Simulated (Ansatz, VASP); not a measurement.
**Fe in VASP and in Ansatz**

```
Fe
1.0
    -1.43332    1.43332    1.43332
     1.43332   -1.43332    1.43332
     1.43332    1.43332   -1.43332
Fe
1
Direct
  0.00000 0.00000 0.00000
```

Alike in both runs: task single point; functional r2SCAN; dispersion D4; k mesh 13 × 13 × 13; occupations fermi-dirac, width 0.05 eV; collinear spin.

|  | VASP | Ansatz |
| --- | --- | --- |
| version | VASP 6.6.1 | Ansatz 0.2.0 |
| potentials or method | VASP PAW PBE potentials, release 64 (Fe) | Ansatz PAW |
| plane-wave cutoff (eV) | 520 | 500 |
| valence electrons in the cell | 8 | 16 |

Ansatz gave:

- gap on the k mesh at the Fermi level (eV): none
- pressure (GPa): -1.5
- net moment per atom (μB): 2.65
- size of the moment on the site where the two differ most (μB): 2.80

Problem. Which values does VASP return?

Solution. gap on the k mesh at the Fermi level (eV): none; pressure (GPa): -1.9; net moment per atom (μB): 2.65; size of the moment on the site where the two differ most (μB): 2.72.

VASP's potentials were made for PBE, not for r2SCAN. Site moments also hang on the region over which each program counts them. A gap of «none» marks a metal or a gap that the smearing closes. VASP's potentials hold 8 valence electrons a cell and Ansatz's 16, so a difference there can come from the potentials and not from the codes.

Noted on Ansatz's run: the magnetic or orbital state may not be the lowest.
